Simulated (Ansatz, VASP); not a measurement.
# Ge in VASP and in Ansatz

File INCAR:

```
  PREC = Accurate
  ENCUT = 520
  EDIFF = 1E-7
  ISMEAR = 0
  SIGMA = 0.1
  LREAL = False
  LASPH = True
  NELM = 60
  ALGO = Normal
  ISIF = 2
  LWAVE = False
  LCHARG = False
  LDIPOL = True
  IDIPOL = 3
  DIPOL = 0.5 0.5 0.500
  GGA = CA
  NBANDS = 21
```

KPOINTS

```
Automatic mesh
0
Gamma
  12 12 1
```

Contents of POSCAR:

```
Ge
1.0
    4.0850000000      0.0000000000      0.0000000000
   -2.0425000000      3.5377137745      0.0000000000
    0.0000000000      0.0000000000     28.0000000000
Ge
2
Direct
    0.3333333333      0.6666666667      0.5178571429
    0.6666666667      0.3333333333      0.4821428571
```

Input for Ansatz:

```yaml
crystal:
  lattice:
    - [4.085, 0.0, 0.0]
    - [-2.0425, 3.5377137745, 0.0]
    - [0.0, 0.0, 28.0]
  atoms:
    - { symbol: Ge, position: [0.3333333333, 0.6666666667, 0.5178571429] }
    - { symbol: Ge, position: [0.6666666667, 0.3333333333, 0.4821428571] }
  periodic: [true, true, false]
basis:
  ecutwfc: 420
kpoints:
  mp_grid: { grid: [12, 12, 1] }
hamiltonian:
  xc: lda
  pseudopotentials: { kind: paw, azcp: { folder: soft_1 } }
scf:
  occupations: { method: gaussian, width: 0.1 }
output:
  forces: true
  stress: true
  eigenvalues: true
```

Alike in both runs: task single point; functional LDA; k mesh 12 × 12 × 1; occupations gaussian, width 0.1 eV; no spin polarisation.

|  | VASP | Ansatz |
| --- | --- | --- |
| version | VASP 6.6.1 | Ansatz 0.2.0 |
| potentials or method | VASP PAW LDA potentials, release 64 (Ge_d), cutoff 520 eV | scalar-relativistic, plane waves, PAW |
| valence electrons in the cell | 28 | 28 |

|  | VASP | Ansatz | Ansatz less VASP |
| --- | --- | --- | --- |
| gap on the k mesh at the Fermi level (eV) | none | none | - |
| rms of the force components (eV/Å) | 0.943 | 0.947 | +0.0046 |

Ansatz warns that its potentials were made for another functional, while VASP's fit it. LDA's correlation is that of Perdew and Zunger in VASP and of Perdew and Wang (1992) in Ansatz. Atom by atom the forces differ by 0.005 eV/Å (rms over components). A gap of «none» marks a metal or a gap that the smearing closes.
